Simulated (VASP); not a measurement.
# WS in VASP: notebook

Runs on WS. Level: PBE. Tasks: single point.

Everything below comes from runs of VASP 6.6.1. Logs are shortened: lines on timing, memory, paths and dates and some standing lists are left out, and cuts for length are marked.

**1. The cell of the first run**

Symmetry: I4/mmm, No. 139, tetragonal system. The conventional cell has a = 4.225 Å, b = 4.225 Å, c = 4.848 Å, α = 90.00°, β = 90.00°, γ = 90.00°. Within 3.2 Å of W (site symmetry 4/mmm) lie 6 S at 2.42 to 2.99 Å. S (site symmetry 4/mmm) has 6 W at 2.42 to 2.99 Å within 3.2 Å.

**2. Single point, PBE (volume scaled by 0.94)**

The input, INCAR:

```
SYSTEM = WS
PREC = Accurate
ENCUT = 520
EDIFF = 1E-6
ISMEAR = -1
SIGMA = 0.05
LREAL = .False.
LASPH = .True.
NELM = 60
ALGO = Normal
ISIF = 2
LWAVE = .False.
LCHARG = .False.
GGA = PE
NBANDS = 17
```

The input, KPOINTS:

```
Automatic mesh
0
Gamma
  9 9 9
  0 0 0
```

The input, POSCAR:

```
WS
1.0
   -2.1124434224      2.1124434224      2.4242077317
    2.1124434224     -2.1124434224      2.4242077317
    2.1124434224      2.1124434224     -2.4242077317
W S
1 1
Direct
    0.5000000000      0.5000000000      0.0000000000
    0.0000000000      0.0000000000      0.0000000000
```

Potentials or basis: VASP PAW PBE potentials, release 64 (W_sv, S).

The run is started by

```console
$ cat potpaw_PBE.64/W_sv/POTCAR potpaw_PBE.64/S/POTCAR > POTCAR
$ mpirun -np 1 vasp_std > vasp.out
```

OUTCAR:

```text
SYSTEM = WS
   PREC = Accurate
   ENCUT = 520
   EDIFF = 1E-6
   ISMEAR = -1
   LREAL = .False.
   LASPH = .True.
   NELM = 60
   ISIF = 2
   GGA = PE

 ion  position               nearest neighbor table
   1  0.500  0.500  0.000-   2 2.42   2 2.42   2 2.99   2 2.99   2 2.99   2 2.99
   2  0.000  0.000  0.000-   1 2.42   1 2.42   1 2.99   1 2.99   1 2.99   1 2.99

  LATTYP: Found a body centered tetragonal cell.
 ALAT       =     4.2248868448
 C/A-ratio  =     1.1475846908

  Lattice vectors:

 A1 = (  -2.1124434224,   2.1124434224,   2.4242077317)
 A2 = (   2.1124434224,  -2.1124434224,   2.4242077317)
 A3 = (   2.1124434224,   2.1124434224,  -2.4242077317)

Analysis of symmetry for initial positions (statically):
=====================================================================
 Subroutine PRICEL returns:
 Original cell was already a primitive cell.

 Routine SETGRP: Setting up the symmetry group for a
 body centered tetragonal supercell.

 Subroutine GETGRP returns: Found 16 space group operations
 (whereof 16 operations were pure point group operations)
 out of a pool of 16 trial point group operations.

The static configuration has the point symmetry D_4h.

Analysis of symmetry for dynamics (positions and initial velocities):
=====================================================================
 Subroutine PRICEL returns:
 Original cell was already a primitive cell.

 Routine SETGRP: Setting up the symmetry group for a
 body centered tetragonal supercell.

 Subroutine GETGRP returns: Found 16 space group operations
 (whereof 16 operations were pure point group operations)
 out of a pool of 16 trial point group operations.

The dynamic configuration has the point symmetry D_4h.

 Subroutine INISYM returns: Found 16 space group operations
 (whereof 16 operations are pure point group operations),
 and found     1 'primitive' translations

----------------------------------------------------------------------------------------

                                     Primitive cell

  volume of cell :      43.2713

  direct lattice vectors                    reciprocal lattice vectors
    -2.112443422  2.112443422  2.424207732     0.000000000  0.236692730  0.206252952
     2.112443422 -2.112443422  2.424207732     0.236692730  0.000000000  0.206252952
[... 82 lines left out ...]
   LASPH  =      T    aspherical Exc in radial PAW
   ENCUT  =  520.0 eV  38.22 Ry    6.18 a.u.   7.15  7.15  7.15*2*pi/ulx,y,z
   NELM   =     60;   NELMIN=  2; NELMDL= -5     # of ELM steps
   EDIFF  = 0.1E-05   stopping-criterion for ELM
   LREAL  =      F    real-space projection
   EDIFFG = 0.1E-04   stopping-criterion for IOM
   NSW    =      0    number of steps for IOM
   IBRION =     -1    ionic relax: 0-MD 1-quasi-New 2-CG
   NFREE  =      0    steps in history (QN), initial steepest desc. (CG)
   ISIF   =      2    stress and relaxation
   ISYM   =      2    0-nonsym 1-usesym 2-fastsym
   POTIM  = 0.5000    time-step for ionic-motion
   TEBEG  =    0.0;   TEEND  =   0.0 temperature during run
   PSTRESS=    0.0 pullay stress
   NELECT =      20.0000    total number of electrons
   NUPDOWN=      -1.0000    fix difference up-down
   EMIN   =  10.00;   EMAX   =-10.00  energy-range for DOS
   EFERMI =   0.00;   METHOD = LEGACY
   ISMEAR =    -1;   SIGMA  =   0.05  broadening in eV -4-tet -1-fermi 0-gaus
   EFERMI_NEDOS =   21; number of points for ismear=-14 and -15
   IALGO  =     38    algorithm
   IMIX   =      4    mixing-type and parameters
     AMIX     =   0.40;   BMIX     =  1.00
     AMIX_MAG =   1.60;   BMIX_MAG =  1.00
  volume/ion in A,a.u.               =      21.64       146.00
  Fermi-wavevector in a.u.,A,eV,Ry     =   1.265760  2.391940 21.798565  1.602149
  Thomas-Fermi vector in A             =   2.398997
   LORBIT       =      0    0 simple, 1 ext, 2 COOP (PROOUT), +10 PAW based schemes
   GGA     = PE    functional components
   LHFCALC =     F    Hartree Fock is set to
   AEXX    =    0.0000 exact exchange contribution
   IVDW    =     0    specifies the selected vdW correction
   LEPSILON=     F    determine dielectric tensor
   LRPA    =     F    only Hartree local field effects (RPA)
 non-spin polarized calculation
  energy-cutoff  :      520.00
  volume of cell :       43.27
 maximum number of plane-waves:      1185
 NGX is ok and might be reduce to    30
   NGX = 15   NGY = 15   NGZ = 15

 number of electron      20.0000001 magnetization

 Free energy of the ion-electron system (eV)
  ---------------------------------------------------
  ext. energy  EPLUGINS =         0.00000000
  ---------------------------------------------------
  free energy    TOTEN  =       -14.07149012 eV

  energy without entropy =      -14.04122593  energy(sigma->0) =      -14.05635803

 E-fermi :   6.6784     XC(G=0): -10.6760

 val. band max:        6.6507252101   @ k =  -0.3333   0.3333   0.1111
 cond. band min:       6.6789003665   @ k =  -0.3333  -0.3333   0.1111
 fundamental gap:      0.0281751563
 Fermi energy:         6.6784220377

 k-point     1 :       0.0000    0.0000    0.0000
  band No.  band energies     occupation
      1     -68.1890      2.00000
      2     -32.4681      2.00000
      3     -32.2696      2.00000
      4     -32.2696      2.00000
      5      -8.3343      2.00000
      6       3.4130      2.00000
[... 457 lines left out ...]
      4     -32.2731      2.00000
      5      -7.5847      2.00000
      6       0.9613      2.00000
[... 9 lines left out ...]
     16      15.0443      0.00000
     17      17.3208      0.00000

 [... further k-points ...]

------------------------ aborting loop because EDIFF is reached ----------------------------------------

  FORCE on cell =-STRESS in cart. coord.  units (eV):
  Direction    XX          YY          ZZ          XY          YZ          ZX
  --------------------------------------------------------------------------------------
  -------------------------------------------------------------------------------------
  Total       -5.7177680     -5.7177680     -6.1106651      0.0000000      0.0000000      0.0000000
  in kB     -211.7079243   -211.7079243   -226.2554621      0.0000000      0.0000000      0.0000000
  external PRESSURE =    -216.5571035 kB  Pullay stress =       0.0000000 kB

 VOLUME and BASIS-vectors are now :
 -----------------------------------------------------------------------------
  energy-cutoff  :      520.00
  volume of cell :       43.27
      direct lattice vectors                 reciprocal lattice vectors
    -2.112443422  2.112443422  2.424207732     0.000000000  0.236692730  0.206252952
     2.112443422 -2.112443422  2.424207732     0.236692730  0.000000000  0.206252952
     2.112443422  2.112443422 -2.424207732     0.236692730  0.236692730  0.000000000

 POSITION                                       TOTAL-FORCE (eV/Angst)
 -----------------------------------------------------------------------------------
      0.00000      0.00000      2.42421         0.000000      0.000000     -0.000000
      0.00000      0.00000      0.00000        -0.000000     -0.000000      0.000000
 -----------------------------------------------------------------------------------
    total drift:                                0.000000     -0.000000      0.000000

  FREE ENERGIE OF THE ION-ELECTRON SYSTEM (eV)
  ---------------------------------------------------
  free  energy   TOTEN  =       -14.0714901250 eV

  energy  without entropy=      -14.0412259292  energy(sigma->0) =      -14.05635803
```

It took 38 s on 1 thread of Intel Xeon Platinum 8488C (Sapphire Rapids), shared host; peak memory 0.2 GiB.

Results:

```
Free energy            : -14.0715 eV
Pressure               : -21.7 GPa
Band gap on the k mesh : zero (band 10 reaches 7.09 eV, above the bottom of band 11 at 4.81 eV)
```

Levels at points of the mesh, in eV from the Fermi level:
```
           k point  band 8  band 9  band 10  band 11  band 12  band 13
(0.00, 0.00, 0.00)   -2.87   -2.16    -1.87    -1.87    -1.30    -0.39
```

Caveat: spin-orbit coupling is left out, which moves the levels of the heavy elements.

**3. Single point, PBE (atoms moved at random)**

The input, INCAR:

```
PREC = Accurate
ENCUT = 520
EDIFF = 1E-6
ISMEAR = -1
SIGMA = 0.05
LREAL = F
LASPH = T
NELM = 100
ALGO = Normal
ISIF = 2
LWAVE = F
LCHARG = T
GGA = PE
LELF = T
LVHAR = T
NBANDS = 17
```

The input, KPOINTS:

```
Automatic mesh
0
Gamma
  9 9 9
```

The input, POSCAR:

```
WS
1.0
   -2.1564652700      2.1564652700      2.4747265300
    2.1564652700     -2.1564652700      2.4747265300
    2.1564652700      2.1564652700     -2.4747265300
W S
1 1
Direct
    0.4961930000      0.4991850000      0.0008550000
    0.0025700000      0.0029560000     -0.0170700000
```

Potentials or basis: VASP PAW PBE potentials, release 64 (W_sv, S).

The run is started by

```console
$ cat potpaw_PBE.64/W_sv/POTCAR potpaw_PBE.64/S/POTCAR > POTCAR
$ mpirun -np 1 vasp_std > vasp.out
```

Run time: 7.2 min. Hardware: 1 thread of AMD EPYC 7R13, shared host; peak memory 0.36 GiB.

The run converged. Its results:

- Free energy: -13.6847 eV
- Pressure: -23.2 GPa
- Largest force: 0.308 eV/Å
- Band gap on the k mesh: zero (band 10 reaches 6.38 eV, above the bottom of band 11 at 4.42 eV)

Forces on the atoms (eV/Å):
```
W    0.222  0.165  0.134
S   -0.222 -0.165 -0.134
```

Stress tensor (GPa, compression positive):
```
-20.99  -0.03   0.01
 -0.03 -21.00   0.01
  0.01   0.01 -27.67
```

Levels at points of the mesh, in eV from the Fermi level:
| k point | band 8 | band 9 | band 10 | band 11 | band 12 | band 13 |
| --- | --- | --- | --- | --- | --- | --- |
| (0.00, 0.00, 0.00) | -2.81 | -1.96 | -1.60 | -1.58 | -1.11 | -0.32 |

Caveat: the cell differs from its parent crystal (atoms moved at random); spin-orbit coupling is left out, which moves the levels of the heavy elements.
